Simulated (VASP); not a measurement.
# SrScS2 (Pmmn) in VASP: settings compared

Aim: see how the results for SrScS2 move with the level of theory and the settings. Levels: PBEsol, PBE. Tasks: single point.

Everything below comes from runs of VASP 6.6.1. Logs are shortened: lines on timing, memory, paths and dates and some standing lists are left out, and cuts for length are marked.

**1. The cell of the first run**

It takes space group Pmmn (No. 59, orthorhombic). Conventional cell: a = 3.888 Å, b = 4.936 Å, c = 9.382 Å, α = 90.00°, β = 90.00°, γ = 90.00°. Sr (site symmetry mm2) has 7 S at 2.89 to 3.14 Å within 3.8 Å. Sc (site symmetry mm2) has 5 S at 2.47 to 2.55 Å within 3.3 Å. S (site symmetry mm2) has 4 Sc at 2.47 to 2.53 Å and 2 Sr at 3.02 Å within 3.3 Å. Within 3.4 Å of S (site symmetry mm2) lie 1 Sc at 2.55 Å and 5 Sr at 2.89 to 3.14 Å.

**2. Single point, PBEsol**

File INCAR:

```
ALGO = Normal
EDIFF = 1E-6
ENCUT = 520
GGA = PS
ISIF = 2
ISMEAR = -1
LASPH = True
LCHARG = False
LREAL = False
LWAVE = False
NBANDS = 43
NELM = 100
PREC = Accurate
SIGMA = 0.1
```

File KPOINTS:

```
k-points
0
Gamma
  4 4 2
```

File POSCAR:

```
SrScS2
1.0
    3.8879925587      0.0000000000      0.0000000000
    0.0000000000      4.9355988783      0.0000000000
    0.0000000000      0.0000000000      9.3819785421
Sr Sc S
2 2 4
Direct
    0.2500000000      0.7500000000      0.3413404513
    0.7500000000      0.2500000000      0.6586595487
    0.7500000000      0.2500000000      0.0783488156
    0.2500000000      0.7500000000      0.9216511844
    0.7500000000      0.7500000000      0.0950638808
    0.2500000000      0.2500000000      0.9049361192
    0.7500000000      0.2500000000      0.3505919100
    0.2500000000      0.7500000000      0.6494080900
```

Potentials or basis: VASP PAW PBE potentials, release 64 (Sr_sv, Sc_sv, S).

On the command line:

```
$ cat potpaw_PBE.64/Sr_sv/POTCAR potpaw_PBE.64/Sc_sv/POTCAR potpaw_PBE.64/S/POTCAR > POTCAR
$ mpirun -np 1 vasp_std > vasp.out
```

OUTCAR:

```text
EDIFF = 1E-6
   ENCUT = 520
   GGA = PS
   ISIF = 2
   ISMEAR = -1
   LASPH = True
   LREAL = False
   NELM = 100
   PREC = Accurate

 ion  position               nearest neighbor table
   1  0.250  0.750  0.341-   8 2.89   5 3.02   5 3.02   7 3.14   7 3.14   7 3.14   7 3.14   4 3.94
                             3 3.99   3 3.99   3 3.99   3 3.99   2 4.33   2 4.33   2 4.33   2 4.33
   2  0.750  0.250  0.659-   7 2.89   6 3.02   6 3.02   8 3.14   8 3.14   8 3.14   8 3.14   3 3.94
                             4 3.99   4 3.99   4 3.99   4 3.99   1 4.33   1 4.33   1 4.33   1 4.33
   3  0.750  0.250  0.078-   5 2.47   5 2.47   6 2.53   6 2.53   7 2.55   2 3.94   1 3.99   1 3.99
                             1 3.99   1 3.99
   4  0.250  0.750  0.922-   6 2.47   6 2.47   5 2.53   5 2.53   8 2.55   1 3.94   2 3.99   2 3.99
                             2 3.99   2 3.99
   5  0.750  0.750  0.095-   3 2.47   3 2.47   4 2.53   4 2.53   1 3.02   1 3.02
   6  0.250  0.250  0.905-   4 2.47   4 2.47   3 2.53   3 2.53   2 3.02   2 3.02
   7  0.750  0.250  0.351-   3 2.55   2 2.89   1 3.14   1 3.14   1 3.14   1 3.14
   8  0.250  0.750  0.649-   4 2.55   1 2.89   2 3.14   2 3.14   2 3.14   2 3.14

  LATTYP: Found a simple orthorhombic cell.
 ALAT       =     3.8879925587
 B/A-ratio  =     1.2694465856
 C/A-ratio  =     2.4130649430

  Lattice vectors:

 A1 = (   3.8879925587,   0.0000000000,   0.0000000000)
 A2 = (   0.0000000000,   4.9355988783,   0.0000000000)
 A3 = (   0.0000000000,   0.0000000000,   9.3819785421)

Analysis of symmetry for initial positions (statically):
=====================================================================
 Subroutine PRICEL returns:
 Original cell was already a primitive cell.

 Routine SETGRP: Setting up the symmetry group for a
 simple orthorhombic supercell.

 Subroutine GETGRP returns: Found  8 space group operations
 (whereof  2 operations were pure point group operations)
 out of a pool of  8 trial point group operations.

The static configuration has the point symmetry S_2 .
 The point group associated with its full space group is D_2h.

Analysis of symmetry for dynamics (positions and initial velocities):
=====================================================================
 Subroutine PRICEL returns:
 Original cell was already a primitive cell.

 Routine SETGRP: Setting up the symmetry group for a
 simple orthorhombic supercell.

 Subroutine GETGRP returns: Found  8 space group operations
 (whereof  2 operations were pure point group operations)
 out of a pool of  8 trial point group operations.

The dynamic configuration has the point symmetry S_2 .
 The point group associated with its full space group is D_2h.

 Subroutine INISYM returns: Found  8 space group operations
 (whereof  2 operations are pure point group operations),
 and found     1 'primitive' translations

----------------------------------------------------------------------------------------

                                     Primitive cell

  volume of cell :     180.0362

  direct lattice vectors                    reciprocal lattice vectors
     3.887992559  0.000000000  0.000000000     0.257202138  0.000000000  0.000000000
     0.000000000  4.935598878  0.000000000     0.000000000  0.202609658  0.000000000
     0.000000000  0.000000000  9.381978542     0.000000000  0.000000000  0.106587325

  length of vectors
     3.887992559  4.935598878  9.381978542     0.257202138  0.202609658  0.106587325

  position of ions in fractional coordinates (direct lattice)
     0.250000000  0.750000000  0.341340451
     0.750000000  0.250000000  0.658659549
     0.750000000  0.250000000  0.078348816
     0.250000000  0.750000000  0.921651184
     0.750000000  0.750000000  0.095063881
     0.250000000  0.250000000  0.904936119
     0.750000000  0.250000000  0.350591910
     0.250000000  0.750000000  0.649408090

  ion indices of the primitive-cell ions
   primitive index   ion index
                 1           1
                 2           2
                 3           3
                 4           4
                 5           5
                 6           6
                 7           7
                 8           8

----------------------------------------------------------------------------------------

 KPOINTS: k-points

Automatic generation of k-mesh.
 Grid dimensions read from file:
 generate k-points for:    4    4    2

 Generating k-lattice:

  Cartesian coordinates                     Fractional coordinates (reciprocal lattice)
     0.064300535  0.000000000  0.000000000     0.250000000  0.000000000  0.000000000
     0.000000000  0.050652414  0.000000000     0.000000000  0.250000000  0.000000000
     0.000000000  0.000000000  0.053293663     0.000000000  0.000000000  0.500000000

  Length of vectors
     0.064300535  0.050652414  0.053293663

  Shift w.r.t. Gamma in fractional coordinates (k-lattice)
     0.000000000  0.000000000  0.000000000

 Subroutine IBZKPT returns following result:
 ===========================================

 Found     18 irreducible k-points:

 Following reciprocal coordinates:
            Coordinates               Weight
  0.000000  0.000000  0.000000      1.000000
  0.250000  0.000000  0.000000      2.000000
  0.500000  0.000000  0.000000      1.000000
  0.000000  0.250000  0.000000      2.000000
  0.250000  0.250000  0.000000      4.000000
  0.500000  0.250000  0.000000      2.000000
[... 10 lines left out ...]
  0.250000  0.500000  0.500000      2.000000
  0.500000  0.500000  0.500000      1.000000
   k-points           NKPTS =     18   k-points in BZ     NKDIM =     18   number of bands    NBANDS=     43
   number of dos      NEDOS =    301   number of ions     NIONS =      8
   total plane-waves  NPLWV =  84000
   dimension x,y,z NGX =    30 NGY =   40 NGZ =   70
   dimension x,y,z NGXF=    60 NGYF=   80 NGZF=  140
   ions per type =               2   2   4
   NGX,Y,Z   is equivalent  to a cutoff of  12.83, 13.47, 12.40 a.u.
   NGXF,Y,Z  is equivalent  to a cutoff of  25.66, 26.95, 24.81 a.u.
 SYSTEM =  unknown system
   PREC   = accura    normal or accurate (medium, high low for compatibility)
   ISTART =      0    job   : 0-new  1-cont  2-samecut
   ICHARG =      2    charge: 1-file 2-atom 10-const
   ISPIN  =      1    spin polarized calculation?
   LNONCOLLINEAR =      F non collinear calculations
   LSORBIT =      F    spin-orbit coupling
   LASPH  =      T    aspherical Exc in radial PAW
   ENCUT  =  520.0 eV  38.22 Ry    6.18 a.u.   7.23  9.18 17.44*2*pi/ulx,y,z
   NELM   =    100;   NELMIN=  2; NELMDL= -5     # of ELM steps
   EDIFF  = 0.1E-05   stopping-criterion for ELM
   LREAL  =      F    real-space projection
   EDIFFG = 0.1E-04   stopping-criterion for IOM
   NSW    =      0    number of steps for IOM
   IBRION =     -1    ionic relax: 0-MD 1-quasi-New 2-CG
   NFREE  =      0    steps in history (QN), initial steepest desc. (CG)
   ISIF   =      2    stress and relaxation
   ISYM   =      2    0-nonsym 1-usesym 2-fastsym
   POTIM  = 0.5000    time-step for ionic-motion
   TEBEG  =    0.0;   TEEND  =   0.0 temperature during run
   PSTRESS=    0.0 pullay stress
   NELECT =      66.0000    total number of electrons
   NUPDOWN=      -1.0000    fix difference up-down
   EMIN   =  10.00;   EMAX   =-10.00  energy-range for DOS
   EFERMI =   0.00;   METHOD = LEGACY
   ISMEAR =    -1;   SIGMA  =   0.10  broadening in eV -4-tet -1-fermi 0-gaus
   EFERMI_NEDOS =   21; number of points for ismear=-14 and -15
   IALGO  =     38    algorithm
   IMIX   =      4    mixing-type and parameters
     AMIX     =   0.40;   BMIX     =  1.00
     AMIX_MAG =   1.60;   BMIX_MAG =  1.00
  volume/ion in A,a.u.               =      22.50       151.87
  Fermi-wavevector in a.u.,A,eV,Ry     =   1.171664  2.214123 18.678015  1.372795
  Thomas-Fermi vector in A             =   2.308104
   LORBIT       =      0    0 simple, 1 ext, 2 COOP (PROOUT), +10 PAW based schemes
   GGA     = PS    functional components
   LHFCALC =     F    Hartree Fock is set to
   AEXX    =    0.0000 exact exchange contribution
   IVDW    =     0    specifies the selected vdW correction
   LEPSILON=     F    determine dielectric tensor
   LRPA    =     F    only Hartree local field effects (RPA)
 non-spin polarized calculation
  energy-cutoff  :      520.00
  volume of cell :      180.04
 maximum number of plane-waves:      4875
 NGX is ok and might be reduce to    30
   NGX = 15   NGY = 19   NGZ = 35

 number of electron      66.0000007 magnetization

 Free energy of the ion-electron system (eV)
  ---------------------------------------------------
  ext. energy  EPLUGINS =         0.00000000
  ---------------------------------------------------
  free energy    TOTEN  =       -49.94076636 eV

  energy without entropy =      -49.79372296  energy(sigma->0) =      -49.86724466

 E-fermi :   5.1725     XC(G=0):  -9.8506

 val. band max:        5.1473943925   @ k =   0.0000   0.0000   0.5000
 cond. band min:       5.2078883583   @ k =   0.2500   0.0000   0.5000
 fundamental gap:      0.0604939658
 Fermi energy:         5.1725436730

 k-point     1 :       0.0000    0.0000    0.0000
  band No.  band energies     occupation
      1     -44.5086      2.00000
      2     -44.4849      2.00000
      3     -30.4932      2.00000
      4     -30.4834      2.00000
      5     -23.3740      2.00000
      6     -23.3135      2.00000
[... 35 lines left out ...]
     42       7.3514      0.00000
     43       7.5346      0.00000

 k-point     2 :       0.2500    0.0000    0.0000
  band No.  band energies     occupation
      1     -44.5039      2.00000
      2     -44.4872      2.00000
      3     -30.4826      2.00000
      4     -30.4756      2.00000
      5     -23.3518      2.00000
      6     -23.3364      2.00000
[... 728 lines left out ...]
 k-point    18 :       0.5000    0.5000    0.5000
  band No.  band energies     occupation
      1     -44.4940      2.00000
      2     -44.4940      2.00000
      3     -30.4691      2.00000
      4     -30.4691      2.00000
      5     -23.4051      2.00000
      6     -23.4051      2.00000
[... 35 lines left out ...]
     42       8.1473      0.00000
     43       8.3327      0.00000

------------------------ aborting loop because EDIFF is reached ----------------------------------------

  FORCE on cell =-STRESS in cart. coord.  units (eV):
  Direction    XX          YY          ZZ          XY          YZ          ZX
  --------------------------------------------------------------------------------------
  -------------------------------------------------------------------------------------
  Total        0.2100935      0.3229045      0.3001598      0.0000000      0.0000000      0.0000000
  in kB        1.8696633      2.8735915      2.6711817      0.0000000      0.0000000      0.0000000
  external PRESSURE =       2.4714788 kB  Pullay stress =       0.0000000 kB

 VOLUME and BASIS-vectors are now :
 -----------------------------------------------------------------------------
  energy-cutoff  :      520.00
  volume of cell :      180.04
      direct lattice vectors                 reciprocal lattice vectors
     3.887992559  0.000000000  0.000000000     0.257202138  0.000000000  0.000000000
     0.000000000  4.935598878  0.000000000     0.000000000  0.202609658  0.000000000
     0.000000000  0.000000000  9.381978542     0.000000000  0.000000000  0.106587325

 POSITION                                       TOTAL-FORCE (eV/Angst)
 -----------------------------------------------------------------------------------
      0.97200      3.70170      3.20245         0.000000      0.000000      0.000507
      2.91599      1.23390      6.17953         0.000000      0.000000     -0.000507
      2.91599      1.23390      0.73507         0.000000     -0.000000      0.002072
      0.97200      3.70170      8.64691         0.000000      0.000000     -0.002072
      2.91599      3.70170      0.89189         0.000000      0.000000      0.013104
      0.97200      1.23390      8.49009         0.000000      0.000000     -0.013104
      2.91599      1.23390      3.28925         0.000000     -0.000000      0.006043
      0.97200      3.70170      6.09273         0.000000     -0.000000     -0.006043
 -----------------------------------------------------------------------------------
    total drift:                                0.000000      0.000000      0.000000

  FREE ENERGIE OF THE ION-ELECTRON SYSTEM (eV)
  ---------------------------------------------------
  free  energy   TOTEN  =       -49.9407663622 eV

  energy  without entropy=      -49.7937229609  energy(sigma->0) =      -49.86724466
```

Run time: 3.7 min. Hardware: 1 thread of Oxide Virtual Turin-like, shared host; peak memory 0.31 GiB.

What came out:

| Quantity | Value |
| --- | --- |
| Free energy | -49.9408 eV |
| Pressure | 0.2 GPa |
| Largest force | 0.013 eV/Å |
| Band gap on the k mesh | zero (band 33 reaches 5.75 eV, above the bottom of band 34 at 4.53 eV) |

Forces on the atoms (eV/Å):
```
Sr   0.000  0.000  0.001
Sr   0.000  0.000 -0.001
Sc   0.000  0.000  0.002
Sc   0.000  0.000 -0.002
S    0.000  0.000  0.013
S    0.000  0.000 -0.013
S    0.000  0.000  0.006
S    0.000  0.000 -0.006
```

Caveat: the k points lie up to 0.40 Å⁻¹ apart; the PAW data sets were made with another functional, which shifts forces and pressure a little.

(Continued in part 2 of 3.)
